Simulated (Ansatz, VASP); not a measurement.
# CdS in VASP and in Ansatz

Contents of INCAR:

```
SYSTEM = CdS
PREC     = Accurate       ! precision mode
ENCUT    = 500            ! plane-wave cutoff, eV
EDIFF    = 1E-6           ! SCF threshold, eV
ISMEAR   = 0              ! smearing method
SIGMA    = 0.1            ! smearing width, eV
LREAL    = .False.        ! projectors in reciprocal space
LASPH    = .True.         ! aspherical terms in the spheres
NELM     = 120            ! most SCF steps
ALGO     = Normal         ! electronic algorithm
ISIF     = 2              ! what is computed and relaxed
LWAVE    = .False.        ! write WAVECAR
LCHARG   = .True.         ! write CHGCAR
GGA      = RP             ! functional
LELF     = .True.         ! ELF
LVHAR    = .True.       
NBANDS   = 16             ! bands
GGA_COMPAT= .False.
```

Contents of KPOINTS:

```
Automatic mesh
0
Gamma
  4 4 4
  0 0 0
```

The input POSCAR:

```
CdS
1.0
    0.0000000000      2.7532440000      2.7532440000
    2.7532440000      0.0000000000      2.7532440000
    2.7532440000      2.7532440000      0.0000000000
Cd S
1 1
Direct
    0.0000000000      0.0000000000      0.0000000000
    0.5000000000      0.5000000000      0.5000000000
```

Input for Ansatz:

```yaml
crystal:
  lattice:
    - [0.0, 2.753244, 2.753244]
    - [2.753244, 0.0, 2.753244]
    - [2.753244, 2.753244, 0.0]
  atoms:
    - { symbol: Cd, position: [0.0, 0.0, 0.0] }
    - { symbol: S, position: [0.5, 0.5, 0.5] }
basis:
  ecutwfc: 420
kpoints:
  mp_grid: { grid: [4, 4, 4] }
hamiltonian:
  xc: rpbe
scf:
  occupations: { method: gaussian, width: 0.1 }
output:
  forces: true
  stress: true
  eigenvalues: true
```

Alike in both runs: task single point; functional RPBE; k mesh 4 × 4 × 4; occupations gaussian, width 0.1 eV; no spin polarisation.

```csv
,VASP,Ansatz
version,VASP 6.6.1,Ansatz 0.2.0
potentials or method,"VASP PAW PBE potentials, release 64 (Cd, S), cutoff 500 eV","scalar-relativistic, plane waves, PAW"
valence electrons in the cell,18,26
```

|  | VASP | Ansatz | Ansatz less VASP |
| --- | --- | --- | --- |
| gap on the k mesh at the Fermi level (eV) | 0.33 | 0.34 | +0.010 |
| least direct gap on the mesh (eV) | 1.64 | 1.66 | +0.026 |
| pressure (GPa) | 2.8 | 2.5 | -0.33 |

VASP's potentials were made for PBE, not for RPBE. The functional is the same, so the differences come from potentials, cutoffs and numerics. VASP's potentials hold 18 valence electrons a cell and Ansatz's 26, so a difference there can come from the potentials and not from the codes.

The k mesh is coarse, so the values compare programs but aren't converged.
